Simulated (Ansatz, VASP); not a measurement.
## Pb: VASP beside Ansatz

Contents of INCAR:

```
PREC     = Accurate       # precision mode
ENCUT    = 520            # plane-wave cutoff, eV
EDIFF    = 1E-6           # SCF threshold, eV
ISMEAR   = -1             # smearing method
SIGMA    = 0.1            # smearing width, eV
LREAL    = False          # projectors in reciprocal space
LASPH    = True           # aspherical terms in the spheres
NELM     = 60             # most SCF steps
ALGO     = Normal         # electronic algorithm
ISIF     = 2              # what is computed and relaxed
LWAVE    = False          # write WAVECAR
LCHARG   = False          # write CHGCAR
GGA      = B5             # functional
ALDAX    = 1.0          
AGGAX    = 1.0          
AGGAC    = 1.0          
ALDAC    = 0.0          
NBANDS   = 13             # bands
```

KPOINTS

```
Automatic mesh
0
Gamma
  12 12 12
```

Contents of POSCAR:

```
Pb
1.0
   -2.0835148362      2.0835148362      2.0835148362
    2.0835148362     -2.0835148362      2.0835148362
    2.0835148362      2.0835148362     -2.0835148362
Pb
1
Direct
    0.0000000000      0.0000000000      0.0000000000
```

Input for Ansatz:

```yaml
crystal:
  lattice:
    - [-2.0835148362, 2.0835148362, 2.0835148362]
    - [2.0835148362, -2.0835148362, 2.0835148362]
    - [2.0835148362, 2.0835148362, -2.0835148362]
  atoms:
    - { symbol: Pb, position: [0.0, 0.0, 0.0] }
hamiltonian:
  xc: blyp
  pseudopotentials:
    kind: paw
    azcp:
      Pb: "pseudopotentials/Pb.paw.azcp"
basis:
  ecutwfc: 420
  fft_grid_basis: typed
kpoints:
  mp_grid: { grid: [12, 12, 12], shift: [0, 0, 0] }
magnetization:
  spin_polarized: false
scf:
  occupations: { method: fermi_dirac, width: 0.1 }
  lower_state_search: "off"
output:
  stress: true
```

Alike in both runs: task single point; functional BLYP; k mesh 12 × 12 × 12; occupations fermi-dirac, width 0.1 eV; no spin polarisation.

|  | VASP | Ansatz |
| --- | --- | --- |
| version | VASP 6.6.1 | Ansatz 0.2.0 |
| potentials or method | VASP PAW PBE potentials, release 64 (Pb_d), cutoff 520 eV | plane waves (420 eV) with PAW, scalar-relativistic |
| valence electrons in the cell | 14 | 14 |

|  | VASP | Ansatz | Ansatz less VASP |
| --- | --- | --- | --- |
| pressure (GPa) | -1.0 | -1.0 | -0.04 |

VASP's potentials were made for PBE, not for BLYP.

Spin-orbit coupling is off throughout.
